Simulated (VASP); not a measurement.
# Be (Fm-3m) in VASP: a series of runs, part 2 of 2

VASP 6.6.1. The steps go on from the part before.

### 3 Single point, PBE (volume scaled by 0.88)

Contents of INCAR:

```
SYSTEM = Be
ALGO     = Normal         ! electronic algorithm
EDIFF    = 1E-7           ! SCF threshold, eV
ENCUT    = 520            ! plane-wave cutoff, eV
GGA      = PE             ! functional
ISIF     = 2              ! what is computed and relaxed
ISMEAR   = -1             ! smearing method
LASPH    = .TRUE.         ! aspherical terms in the spheres
LCHARG   = .TRUE.         ! write CHGCAR
LELF     = .TRUE.         ! ELF
LREAL    = .FALSE.        ! projectors in reciprocal space
LVHAR    = .TRUE.       
LWAVE    = .FALSE.        ! write WAVECAR
NBANDS   = 7              ! bands
NELM     = 60             ! most SCF steps
PREC     = Accurate       ! precision mode
SIGMA    = 0.1            ! smearing width, eV
```

Contents of KPOINTS:

```
k-points
0
G
  28 28 28
  0 0 0
```

Contents of POSCAR:

```
Be
1.0
    0.0000000000      1.5133143977      1.5133143977
    1.5133143977      0.0000000000      1.5133143977
    1.5133143977      1.5133143977      0.0000000000
Be
1
Direct
    0.0000000000      0.0000000000      0.0000000000
```

Potentials or basis: VASP PAW PBE potentials, release 64 (Be).

Run with:

```bash
$ cat potpaw_PBE.64/Be/POTCAR > POTCAR
$ mpirun -np 1 vasp_std > vasp.out
```

OUTCAR:

```text
SYSTEM = Be
   EDIFF = 1E-7
   ENCUT = 520
   GGA = PE
   ISIF = 2
   ISMEAR = -1
   LASPH = .TRUE.
   LREAL = .FALSE.
   NELM = 60
   PREC = Accurate

 ion  position               nearest neighbor table
   1  0.000  0.000  0.000-

  LATTYP: Found a face centered cubic cell.
 ALAT       =     3.0266287954

  Lattice vectors:

 A1 = (   0.0000000000,   1.5133143977,   1.5133143977)
 A2 = (   1.5133143977,   0.0000000000,   1.5133143977)
 A3 = (   1.5133143977,   1.5133143977,   0.0000000000)

Analysis of symmetry for initial positions (statically):
[... 5 lines left out ...]
 face centered cubic supercell.

 Subroutine GETGRP returns: Found 48 space group operations
 (whereof 48 operations were pure point group operations)
 out of a pool of 48 trial point group operations.

The static configuration has the point symmetry O_h .

Analysis of symmetry for dynamics (positions and initial velocities):
[... 5 lines left out ...]
 face centered cubic supercell.

 Subroutine GETGRP returns: Found 48 space group operations
 (whereof 48 operations were pure point group operations)
 out of a pool of 48 trial point group operations.

The dynamic configuration has the point symmetry O_h .

 Subroutine INISYM returns: Found 48 space group operations
 (whereof 48 operations are pure point group operations),
 and found     1 'primitive' translations

----------------------------------------------------------------------------------------

                                     Primitive cell

  volume of cell :       6.9313

  direct lattice vectors                    reciprocal lattice vectors
     0.000000000  1.513314398  1.513314398    -0.330400610  0.330400610  0.330400610
     1.513314398  0.000000000  1.513314398     0.330400610 -0.330400610  0.330400610
     1.513314398  1.513314398  0.000000000     0.330400610  0.330400610 -0.330400610

  length of vectors
     2.140149745  2.140149745  2.140149745     0.572270643  0.572270643  0.572270643

  position of ions in fractional coordinates (direct lattice)
[... 89 lines left out ...]
   NUPDOWN=      -1.0000    fix difference up-down
   EMIN   =  10.00;   EMAX   =-10.00  energy-range for DOS
   EFERMI =   0.00;   METHOD = LEGACY
   ISMEAR =    -1;   SIGMA  =   0.10  broadening in eV -4-tet -1-fermi 0-gaus
   EFERMI_NEDOS =   21; number of points for ismear=-14 and -15
   IALGO  =     38    algorithm
   IMIX   =      4    mixing-type and parameters
     AMIX     =   0.40;   BMIX     =  1.00
     AMIX_MAG =   1.60;   BMIX_MAG =  1.00
  volume/ion in A,a.u.               =       6.93        46.78
  Fermi-wavevector in a.u.,A,eV,Ry     =   1.081797  2.044299 15.922683  1.170284
  Thomas-Fermi vector in A             =   2.217822
   LORBIT       =      0    0 simple, 1 ext, 2 COOP (PROOUT), +10 PAW based schemes
   GGA     = PE    functional components
   LHFCALC =     F    Hartree Fock is set to
   AEXX    =    0.0000 exact exchange contribution
   IVDW    =     0    specifies the selected vdW correction
   LEPSILON=     F    determine dielectric tensor
   LRPA    =     F    only Hartree local field effects (RPA)
 non-spin polarized calculation
  energy-cutoff  :      520.00
  volume of cell :        6.93
 maximum number of plane-waves:       200
   NGX =  7   NGY =  7   NGZ =  7

 number of electron       2.0000000 magnetization

 Free energy of the ion-electron system (eV)
  ---------------------------------------------------
  ext. energy  EPLUGINS =         0.00000000
  ---------------------------------------------------
  free energy    TOTEN  =        -3.63544963 eV

  energy without entropy =       -3.63353515  energy(sigma->0) =       -3.63449239

 E-fermi :   8.7529     XC(G=0): -11.0509

 val. band max:        8.7449245311   @ k =  -0.2857   0.4643   0.1786
 cond. band min:       8.9010414593   @ k =  -0.2500   0.4643   0.2143
 fundamental gap:      0.1561169282
 Fermi energy:         8.7529092131

 k-point     1 :       0.0000    0.0000    0.0000
  band No.  band energies     occupation
      1      -3.9319      2.00000
      2      30.2227      0.00000
      3      30.2227      0.00000
      4      30.2227      0.00000
      5      40.2495      0.00000
      6      40.2495      0.00000
      7      40.2495      0.00000
[... 221 lines left out ...]
 k-point    24 :       0.3214    0.0357    0.0000
  band No.  band energies     occupation
      1      -0.6056      2.00000
      2      15.6329      0.00000
      3      26.7640      0.00000
      4      28.0718      0.00000
      5      37.5216      0.00000
      6      40.4548      0.00000
      7      41.4781      0.00000

 [... further k-points ...]
[... 5 lines left out ...]
  --------------------------------------------------------------------------------------
  -------------------------------------------------------------------------------------
  Total        0.8373084      0.8373084      0.8373084      0.0000000      0.0000000     -0.0000000
  in kB      193.5434764    193.5434764    193.5434764      0.0000000      0.0000000     -0.0000000
  external PRESSURE =     193.5434764 kB  Pullay stress =       0.0000000 kB

 VOLUME and BASIS-vectors are now :
 -----------------------------------------------------------------------------
  energy-cutoff  :      520.00
  volume of cell :        6.93
      direct lattice vectors                 reciprocal lattice vectors
     0.000000000  1.513314398  1.513314398    -0.330400610  0.330400610  0.330400610
     1.513314398  0.000000000  1.513314398     0.330400610 -0.330400610  0.330400610
     1.513314398  1.513314398  0.000000000     0.330400610  0.330400610 -0.330400610

 POSITION                                       TOTAL-FORCE (eV/Angst)
 -----------------------------------------------------------------------------------
      0.00000      0.00000      0.00000         0.000000      0.000000      0.000000
 -----------------------------------------------------------------------------------
    total drift:                               -0.000000     -0.000000     -0.000000

  FREE ENERGIE OF THE ION-ELECTRON SYSTEM (eV)
  ---------------------------------------------------
  free  energy   TOTEN  =        -3.6354496261 eV

  energy  without entropy=       -3.6335351528  energy(sigma->0) =       -3.63449239
```

stdout:

```text
POSCAR found type information on POSCAR Be
 POSCAR found :  1 types and       1 ions
 scaLAPACK will be used
 LDA part: xc-table for (Slater+PW92), standard interpolation
 POSCAR, INCAR and KPOINTS ok, starting setup
 FFT: planning ... GRIDC
 FFT: planning ... GRID_SOFT
 FFT: planning ... GRID
 WAVECAR not read
 entering main loop
```

Wall time 8.6 s (1 thread of Intel Xeon Platinum 8488C (Sapphire Rapids), shared host); peak memory 0.13 GiB.

Results:

```yaml
Free_energy: -3.6354 eV
Pressure: 19.4 GPa
Band_gap_on_the_k_mesh: zero (band 1 reaches 9.71 eV, above the bottom of band 2 at 8.34 eV)
```

### 4 Single point, PBE (volume scaled by 0.92)

Contents of INCAR:

```
SYSTEM = Be
PREC = Accurate
ENCUT = 520
EDIFF = 1E-6
ISMEAR = -1
SIGMA = 0.1
LREAL = .False.
LASPH = .True.
NELM = 80
ALGO = Normal
ISIF = 2
LWAVE = .False.
LCHARG = .False.
GGA = PE
NBANDS = 7
```

Contents of KPOINTS:

```
regular mesh
0
Gamma
  28 28 28
  0 0 0
```

Contents of POSCAR:

```
Be
1.0
    0.0000000000      1.5359045102      1.5359045102
    1.5359045102      0.0000000000      1.5359045102
    1.5359045102      1.5359045102      0.0000000000
Be
1
Direct
    0.0000000000      0.0000000000      0.0000000000
```

Run with:

```bash
$ cat potpaw_PBE.64/Be/POTCAR > POTCAR
$ mpirun -np 1 vasp_std > vasp.out
```

Wall time 7.1 s (1 thread of Intel Xeon Platinum 8488C (Sapphire Rapids), shared host); peak memory 0.13 GiB.

It converged, with:

| Property | Result |
| --- | --- |
| Free energy | -3.6658 eV |
| Pressure | 11.8 GPa |
| Band gap on the k mesh | zero (band 1 reaches 9.28 eV, above the bottom of band 2 at 7.96 eV) |

Levels at points of the mesh, in eV from the Fermi level:
```
           k point  band 1  band 2  band 3  band 4  band 5  band 6
(0.00, 0.00, 0.00)  -12.41   20.73   20.73   20.73   30.63   30.63
(0.50, 0.00, 0.00)   -5.70    0.22   17.58   17.58   27.59   27.59
(0.50, 0.50, 0.00)   -2.89    4.12   10.10   10.10   15.87   24.56
```
